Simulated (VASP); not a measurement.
# SiNi (Pmmn) in VASP: settings compared

Aim: see how the results for SiNi move with the level of theory and the settings. Levels: PBE+U, PBEsol+U. Tasks: single point.

All numbers are computed with VASP 6.6.1; they aren't measurements. Logs are shortened: lines on timing, memory, paths and dates and some standing lists are left out, and cuts for length are marked.

**1. The cell of the first run**

It takes space group Pmmn (No. 59, orthorhombic). Conventional cell: a = 2.980 Å, b = 3.325 Å, c = 4.707 Å, α = 90.00°, β = 90.00°, γ = 90.00°. Ni (site symmetry mm2) has 6 Si at 2.35 to 2.40 Å and 6 Ni at 2.68 to 2.98 Å within 3.1 Å. Si (site symmetry mm2) has 6 Ni at 2.35 to 2.40 Å and 6 Si at 2.68 to 2.98 Å within 3.1 Å.

**2. Single point, PBE+U, collinear spin, ferromagnetic start**

Contents of INCAR:

```
SYSTEM = SiNi
PREC = Accurate ; ENCUT = 520
EDIFF = 1E-6 ; ISMEAR = -1
SIGMA = 0.05 ; LREAL = .FALSE.
LASPH = .TRUE. ; NELM = 150
ALGO = Normal ; ISIF = 2
LWAVE = .FALSE. ; LCHARG = .TRUE.
ISPIN = 2 ; MAGMOM = 1 1 0 0
LORBIT = 11 ; LMAXMIX = 4
LDAU = .TRUE. ; LDAUTYPE = 2
LDAUL = 2 -1 ; LDAUU = 3 0
LDAUJ = 0 0 ; LDAUPRINT = 1
GGA = PE ; LELF = .TRUE.
LVHAR = .TRUE. ; NBANDS = 26
```

Contents of KPOINTS:

```
regular mesh
0
G
  9 8 6
  0 0 0
```

Contents of POSCAR:

```
SiNi
1.0
    2.9795636814      0.0000000000      0.0000000000
    0.0000000000      3.3246780639      0.0000000000
    0.0000000000      0.0000000000      4.7072462425
Ni Si
2 2
Direct
    0.5000000000      0.5000000000      0.3423653726
    0.0000000000      0.0000000000      0.6576346274
    0.5000000000      0.5000000000      0.8420319564
    0.0000000000      0.0000000000      0.1579680436
```

Potentials or basis: VASP PAW PBE potentials, release 64 (Ni, Si).

The run is started by

```sh
cat potpaw_PBE.64/Ni/POTCAR potpaw_PBE.64/Si/POTCAR > POTCAR
mpirun -np 1 vasp_std > vasp.out
```

OUTCAR:

```text
SYSTEM = SiNi
   PREC = Accurate
   ENCUT = 520
   EDIFF = 1E-6
   ISMEAR = -1
   LREAL = .FALSE.
   LASPH = .TRUE.
   NELM = 150
   ISIF = 2
   ISPIN = 2
   LORBIT = 11
   GGA = PE

 ion  position               nearest neighbor table
   1  0.500  0.500  0.342-   3 2.35   3 2.36   4 2.40   4 2.40   4 2.40   4 2.40   2 2.68   2 2.68
                             2 2.68   2 2.68
   2  0.000  0.000  0.658-   4 2.35   4 2.36   3 2.40   3 2.40   3 2.40   3 2.40   1 2.68   1 2.68
                             1 2.68   1 2.68
   3  0.500  0.500  0.842-   1 2.35   1 2.36   2 2.40   2 2.40   2 2.40   2 2.40   4 2.68   4 2.68
                             4 2.68   4 2.68
   4  0.000  0.000  0.158-   2 2.35   2 2.36   1 2.40   1 2.40   1 2.40   1 2.40   3 2.68   3 2.68
                             3 2.68   3 2.68

  LATTYP: Found a simple orthorhombic cell.
 ALAT       =     2.9795636814
 B/A-ratio  =     1.1158271544
 C/A-ratio  =     1.5798441469

  Lattice vectors:

 A1 = (   2.9795636814,   0.0000000000,   0.0000000000)
 A2 = (   0.0000000000,   3.3246780639,   0.0000000000)
 A3 = (   0.0000000000,   0.0000000000,   4.7072462425)

Analysis of symmetry for initial positions (statically):
=====================================================================
 Subroutine PRICEL returns:
 Original cell was already a primitive cell.

 Routine SETGRP: Setting up the symmetry group for a
 simple orthorhombic supercell.

 Subroutine GETGRP returns: Found  8 space group operations
 (whereof  4 operations were pure point group operations)
 out of a pool of  8 trial point group operations.

The static configuration has the point symmetry C_2v.
 The point group associated with its full space group is D_2h.

Analysis of symmetry for dynamics (positions and initial velocities):
=====================================================================
 Subroutine PRICEL returns:
 Original cell was already a primitive cell.

 Routine SETGRP: Setting up the symmetry group for a
 simple orthorhombic supercell.

 Subroutine GETGRP returns: Found  8 space group operations
 (whereof  4 operations were pure point group operations)
 out of a pool of  8 trial point group operations.

The dynamic configuration has the point symmetry C_2v.
 The point group associated with its full space group is D_2h.

Analysis of structural, dynamic, and magnetic symmetry:
=====================================================================
 Subroutine PRICEL returns:
 Original cell was already a primitive cell.

 Routine SETGRP: Setting up the symmetry group for a
 simple orthorhombic supercell.

 Subroutine GETGRP returns: Found  8 space group operations
 (whereof  4 operations were pure point group operations)
 out of a pool of  8 trial point group operations.

The overall configuration has the point symmetry C_2v.
 The point group associated with its full space group is D_2h.

 Subroutine INISYM returns: Found  8 space group operations
 (whereof  4 operations are pure point group operations),
 and found     1 'primitive' translations

----------------------------------------------------------------------------------------

                                     Primitive cell

  volume of cell :      46.6304

  direct lattice vectors                    reciprocal lattice vectors
     2.979563681  0.000000000  0.000000000     0.335619610  0.000000000  0.000000000
     0.000000000  3.324678064  0.000000000     0.000000000  0.300781002  0.000000000
     0.000000000  0.000000000  4.707246243     0.000000000  0.000000000  0.212438430

  length of vectors
     2.979563681  3.324678064  4.707246243     0.335619610  0.300781002  0.212438430

  position of ions in fractional coordinates (direct lattice)
     0.500000000  0.500000000  0.342365373
     0.000000000  0.000000000  0.657634627
     0.500000000  0.500000000  0.842031956
     0.000000000  0.000000000  0.157968044

  ion indices of the primitive-cell ions
   primitive index   ion index
                 1           1
                 2           2
                 3           3
                 4           4

----------------------------------------------------------------------------------------

 KPOINTS: regular mesh

[... 86 lines left out ...]
     AMIX     =   0.40;   BMIX     =  1.00
     AMIX_MAG =   1.60;   BMIX_MAG =  1.00
  volume/ion in A,a.u.               =      11.66        78.67
  Fermi-wavevector in a.u.,A,eV,Ry     =   1.381140  2.609977 25.953771  1.907548
  Thomas-Fermi vector in A             =   2.505952
   LORBIT       =     11    0 simple, 1 ext, 2 COOP (PROOUT), +10 PAW based schemes
 LDA+U is selected, type is set to LDAUTYPE =  2
   angular momentum for each species LDAUL =     2   -1
   U (eV)           for each species LDAUU =   3.0  0.0
   J (eV)           for each species LDAUJ =   0.0  0.0
   GGA     = PE    functional components
   LHFCALC =     F    Hartree Fock is set to
   AEXX    =    0.0000 exact exchange contribution
   IVDW    =     0    specifies the selected vdW correction
   LEPSILON=     F    determine dielectric tensor
   LRPA    =     F    only Hartree local field effects (RPA)
 spin polarized calculation
  energy-cutoff  :      520.00
  volume of cell :       46.63
 maximum number of plane-waves:      1280
 NGX is ok and might be reduce to    24
   NGX = 11   NGY = 13   NGZ = 17

 number of electron      27.9999988 magnetization      -0.0140878

atom =   1  type =  1  l = 2

 onsite density matrix

spin component  1

  0.8192  0.0000  0.0000  0.0000  0.0000
  0.0000  0.8491  0.0000  0.0000  0.0000
  0.0000  0.0000  0.8611  0.0000  0.0007
  0.0000  0.0000  0.0000  0.8665  0.0000
  0.0000  0.0000  0.0007  0.0000  0.9248

spin component  2

  0.8192  0.0000  0.0000  0.0000  0.0000
  0.0000  0.8491  0.0000  0.0000  0.0000
  0.0000  0.0000  0.8611  0.0000  0.0007
  0.0000  0.0000  0.0000  0.8665  0.0000
  0.0000  0.0000  0.0007  0.0000  0.9247

 occupancies and eigenvectors

  o =  0.8192  v =  0.0000  0.0000  0.0000  0.0000  0.0000  1.0000  0.0000  0.0000  0.0000  0.0000      0.0000  0.0000  0.0000  0.0000  0.0000  0.0000  0.0000  0.0000  0.0000  0.0000
  o =  0.8192  v =  1.0000  0.0000  0.0000  0.0000  0.0000  0.0000  0.0000  0.0000  0.0000  0.0000      0.0000  0.0000  0.0000  0.0000  0.0000  0.0000  0.0000  0.0000  0.0000  0.0000
  o =  0.8491  v =  0.0000  0.0000  0.0000  0.0000  0.0000  0.0000  1.0000  0.0000  0.0000  0.0000      0.0000  0.0000  0.0000  0.0000  0.0000  0.0000  0.0000  0.0000  0.0000  0.0000
  o =  0.8491  v =  0.0000  1.0000  0.0000  0.0000  0.0000  0.0000  0.0000  0.0000  0.0000  0.0000      0.0000  0.0000  0.0000  0.0000  0.0000  0.0000  0.0000  0.0000  0.0000  0.0000
  o =  0.8611  v =  0.0000  0.0000  0.0000  0.0000  0.0000  0.0000  0.0000  0.9999 -0.0000 -0.0118      0.0000  0.0000  0.0000  0.0000  0.0000  0.0000  0.0000  0.0000  0.0000  0.0000
  o =  0.8611  v =  0.0000  0.0000  0.9999 -0.0000 -0.0118  0.0000  0.0000  0.0000  0.0000  0.0000      0.0000  0.0000  0.0000  0.0000  0.0000  0.0000  0.0000  0.0000  0.0000  0.0000
  o =  0.8665  v =  0.0000  0.0000  0.0000  0.0000  0.0000  0.0000  0.0000  0.0000  1.0000  0.0000      0.0000  0.0000  0.0000  0.0000  0.0000  0.0000  0.0000  0.0000  0.0000  0.0000
  o =  0.8665  v =  0.0000  0.0000  0.0000  1.0000  0.0000  0.0000  0.0000  0.0000  0.0000  0.0000      0.0000  0.0000  0.0000  0.0000  0.0000  0.0000  0.0000  0.0000  0.0000  0.0000
  o =  0.9248  v =  0.0000  0.0000  0.0000  0.0000  0.0000  0.0000  0.0000  0.0118 -0.0000  0.9999      0.0000  0.0000  0.0000  0.0000  0.0000  0.0000  0.0000  0.0000  0.0000  0.0000
  o =  0.9248  v =  0.0000  0.0000  0.0118 -0.0000  0.9999  0.0000  0.0000  0.0000  0.0000  0.0000      0.0000  0.0000  0.0000  0.0000  0.0000  0.0000  0.0000  0.0000  0.0000  0.0000

atom =   2  type =  1  l = 2

 onsite density matrix

spin component  1

  0.8192  0.0000  0.0000  0.0000  0.0000
  0.0000  0.8491  0.0000  0.0000  0.0000
  0.0000  0.0000  0.8611  0.0000  0.0007
  0.0000  0.0000  0.0000  0.8665  0.0000
  0.0000  0.0000  0.0007  0.0000  0.9248

spin component  2

  0.8192  0.0000  0.0000  0.0000  0.0000
  0.0000  0.8491  0.0000  0.0000  0.0000
  0.0000  0.0000  0.8611  0.0000  0.0007
  0.0000  0.0000  0.0000  0.8665  0.0000
  0.0000  0.0000  0.0007  0.0000  0.9247

 occupancies and eigenvectors

  o =  0.8192  v =  0.0000  0.0000  0.0000  0.0000  0.0000  1.0000  0.0000  0.0000  0.0000  0.0000      0.0000  0.0000  0.0000  0.0000  0.0000  0.0000  0.0000  0.0000  0.0000  0.0000
  o =  0.8192  v =  1.0000  0.0000  0.0000  0.0000  0.0000  0.0000  0.0000  0.0000  0.0000  0.0000      0.0000  0.0000  0.0000  0.0000  0.0000  0.0000  0.0000  0.0000  0.0000  0.0000
  o =  0.8491  v =  0.0000  0.0000  0.0000  0.0000  0.0000  0.0000  1.0000  0.0000  0.0000  0.0000      0.0000  0.0000  0.0000  0.0000  0.0000  0.0000  0.0000  0.0000  0.0000  0.0000
  o =  0.8491  v =  0.0000  1.0000  0.0000  0.0000  0.0000  0.0000  0.0000  0.0000  0.0000  0.0000      0.0000  0.0000  0.0000  0.0000  0.0000  0.0000  0.0000  0.0000  0.0000  0.0000
  o =  0.8611  v =  0.0000  0.0000  0.0000  0.0000  0.0000  0.0000  0.0000 -0.9999  0.0000  0.0118      0.0000  0.0000  0.0000  0.0000  0.0000  0.0000  0.0000  0.0000  0.0000  0.0000
  o =  0.8611  v =  0.0000  0.0000  0.9999 -0.0000 -0.0118  0.0000  0.0000  0.0000  0.0000  0.0000      0.0000  0.0000  0.0000  0.0000  0.0000  0.0000  0.0000  0.0000  0.0000  0.0000
  o =  0.8665  v =  0.0000  0.0000  0.0000  0.0000  0.0000  0.0000  0.0000  0.0000 -1.0000  0.0000      0.0000  0.0000  0.0000  0.0000  0.0000  0.0000  0.0000  0.0000  0.0000  0.0000
  o =  0.8665  v =  0.0000  0.0000  0.0000  1.0000  0.0000  0.0000  0.0000  0.0000  0.0000  0.0000      0.0000  0.0000  0.0000  0.0000  0.0000  0.0000  0.0000  0.0000  0.0000  0.0000
  o =  0.9248  v =  0.0000  0.0000  0.0000  0.0000  0.0000  0.0000  0.0000 -0.0118  0.0000 -0.9999      0.0000  0.0000  0.0000  0.0000  0.0000  0.0000  0.0000  0.0000  0.0000  0.0000
  o =  0.9248  v =  0.0000  0.0000  0.0118 -0.0000  0.9999  0.0000  0.0000  0.0000  0.0000  0.0000      0.0000  0.0000  0.0000  0.0000  0.0000  0.0000  0.0000  0.0000  0.0000  0.0000

 number of electron      27.9999987 magnetization       0.0000257

 Free energy of the ion-electron system (eV)
  ---------------------------------------------------
  ext. energy  EPLUGINS =         0.00000000
  ---------------------------------------------------
  free energy    TOTEN  =       -19.96825943 eV

  energy without entropy =      -19.96006726  energy(sigma->0) =      -19.96416334

 E-fermi :  10.9555     XC(G=0): -12.4219

 val. band max:       10.9515613092   @ k =   0.2222   0.2500   0.5000
 cond. band min:      10.9679255139   @ k =   0.4444   0.5000   0.3333
 fundamental gap:      0.0163642047
 Fermi energy:        10.9555182165

 spin component 1

 k-point     1 :       0.0000    0.0000    0.0000
  band No.  band energies     occupation
      1      -2.6562      1.00000
      2       2.9237      1.00000
      3       4.7659      1.00000
      4       6.5226      1.00000
      5       7.1645      1.00000
      6       7.8540      1.00000
[... 1385 lines left out ...]
     25      27.7716      0.00000
     26      27.7716      0.00000

 [... further k-points ...]
[... 5 lines left out ...]
  --------------------------------------------------------------------------------------
  -------------------------------------------------------------------------------------
  Total       -0.9511854     -1.0961951     -1.1358739      0.0000000      0.0000000      0.0000000
  in kB      -32.6818444    -37.6642427    -39.0275702      0.0000000      0.0000000      0.0000000
  external PRESSURE =     -36.4578858 kB  Pullay stress =       0.0000000 kB

 VOLUME and BASIS-vectors are now :
 -----------------------------------------------------------------------------
  energy-cutoff  :      520.00
  volume of cell :       46.63
      direct lattice vectors                 reciprocal lattice vectors
     2.979563681  0.000000000  0.000000000     0.335619610  0.000000000  0.000000000
     0.000000000  3.324678064  0.000000000     0.000000000  0.300781002  0.000000000
     0.000000000  0.000000000  4.707246243     0.000000000  0.000000000  0.212438430

 POSITION                                       TOTAL-FORCE (eV/Angst)
 -----------------------------------------------------------------------------------
      1.48978      1.66234      1.61160         0.000000      0.000000     -0.022206
      0.00000      0.00000      3.09565         0.000000      0.000000      0.022206
      1.48978      1.66234      3.96365         0.000000      0.000000     -0.116466
      0.00000      0.00000      0.74359         0.000000      0.000000      0.116466
 -----------------------------------------------------------------------------------
    total drift:                                0.000000     -0.000000      0.000000

  FREE ENERGIE OF THE ION-ELECTRON SYSTEM (eV)
  ---------------------------------------------------
  free  energy   TOTEN  =       -19.9682594319 eV

  energy  without entropy=      -19.9600672552  energy(sigma->0) =      -19.96416334

 total charge

# of ion       s       p       d       tot
------------------------------------------
    1        0.458   0.569   8.608   9.634
    2        0.458   0.569   8.608   9.634
    3        0.752   0.838   0.000   1.590
    4        0.752   0.838   0.000   1.590
--------------------------------------------------
tot          2.418   2.813  17.216  22.447

 magnetization (x)

# of ion       s       p       d       tot
------------------------------------------
    1       -0.000  -0.000   0.000   0.000
    2       -0.000  -0.000   0.000   0.000
    3       -0.000  -0.000   0.000  -0.000
    4       -0.000  -0.000   0.000  -0.000
--------------------------------------------------
tot         -0.000  -0.000   0.000   0.000
```

Run time: 74 s. Hardware: 1 thread of Intel Xeon 6975P-C (Granite Rapids), shared host; peak memory 0.3 GiB.

Results:

| Property | Result |
| --- | --- |
| Free energy | -19.9683 eV |
| Pressure | -3.6 GPa |
| Largest force | 0.116 eV/Å |
| Band gap on the k mesh | zero (filled and empty bands overlap) |
| Net moment | 0.00 μB per cell |
| Valence electrons inside the program's atomic spheres | Ni 9.63; Si 1.59 |

Forces in eV/Å, atoms in the order of the input:
```
Ni   0.000  0.000 -0.022
Ni   0.000  0.000  0.022
Si   0.000  0.000 -0.116
Si   0.000  0.000  0.116
```

Eigenvalues of the final occupation matrices:
```tsv
site	spin	trace	eigenvalues
site 1 d	1	4.32	0.82 0.85 0.86 0.87 0.92
site 1 d	2	4.32	0.82 0.85 0.86 0.87 0.92
site 2 d	1	4.32	0.82 0.85 0.86 0.87 0.92
site 2 d	2	4.32	0.82 0.85 0.86 0.87 0.92
```

Caveat: the U is typed as a test and isn't derived for this compound.

(Part 1 of 2 ends here.)
